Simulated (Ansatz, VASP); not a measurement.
## TiAl in VASP and in Ansatz

File INCAR:

```
PREC     = Accurate       # precision mode
ENCUT    = 520            # plane-wave cutoff, eV
EDIFF    = 1E-6           # SCF threshold, eV
ISMEAR   = 0              # smearing method
SIGMA    = 0.15           # smearing width, eV
LREAL    = F              # projectors in reciprocal space
LASPH    = T              # aspherical terms in the spheres
NELM     = 60             # most SCF steps
ALGO     = Fast           # electronic algorithm
ISIF     = 2              # what is computed and relaxed
LWAVE    = F              # write WAVECAR
LCHARG   = T              # write CHGCAR
GGA      = CA             # functional
LELF     = T              # ELF
LVHAR    = T            
NBANDS   = 14             # bands
```

Contents of KPOINTS:

```
Automatic mesh
0
Gamma
  16 16 16
```

Contents of POSCAR:

```
TiAl
1.0
    3.1759697074      0.0000000000      0.0000000000
    0.0000000000      3.1759697074      0.0000000000
    0.0000000000      0.0000000000      2.8415400972
Ti Al
1 1
Direct
    0.0000000000      0.0000000000      0.0000000000
    0.5000000000      0.5000000000      0.5000000000
```

Input for Ansatz:

```yaml
crystal:
  lattice:
    - [3.1759697074, 0.0, 0.0]
    - [0.0, 3.1759697074, 0.0]
    - [0.0, 0.0, 2.8415400972]
  atoms:
    - { symbol: Ti, position: [0.0, 0.0, 0.0] }
    - { symbol: Al, position: [0.5, 0.5, 0.5] }
basis:
  ecutwfc: 520.0
kpoints:
  mp_grid: { grid: [16, 16, 16] }
hamiltonian:
  xc: lda
  pseudopotentials: { kind: paw, azcp: { folder: soft_1 } }
scf:
  occupations: { method: gaussian, width: 0.15 }
output:
  forces: true
  stress: true
  eigenvalues: true
  write_density: true
  write_potential: true
  elf: true
  volumetric_format: npy
```

Alike in both runs: task single point; functional LDA; k mesh 16 × 16 × 16; occupations gaussian, width 0.15 eV; no spin polarisation.

|  | VASP | Ansatz |
| --- | --- | --- |
| version | VASP 6.6.1 | Ansatz 0.2.0 |
| potentials or method | VASP PAW LDA potentials, release 64 (Ti_sv, Al), cutoff 520 eV | scalar-relativistic, plane waves, PAW |
| valence electrons in the cell | 15 | 15 |

```tsv
	VASP	Ansatz	Ansatz less VASP
gap on the k mesh at the Fermi level (eV)	none	none	-
pressure (GPa)	9.5	9.3	-0.17
traceless stress, the component that is largest in VASP (GPa)	-0.61	-0.58	+0.025
```

Ansatz warns that its potentials were made for another functional, while VASP's fit it. LDA's correlation is that of Perdew and Zunger in VASP and of Perdew and Wang (1992) in Ansatz. A gap of «none» marks a metal or a gap that the smearing closes.
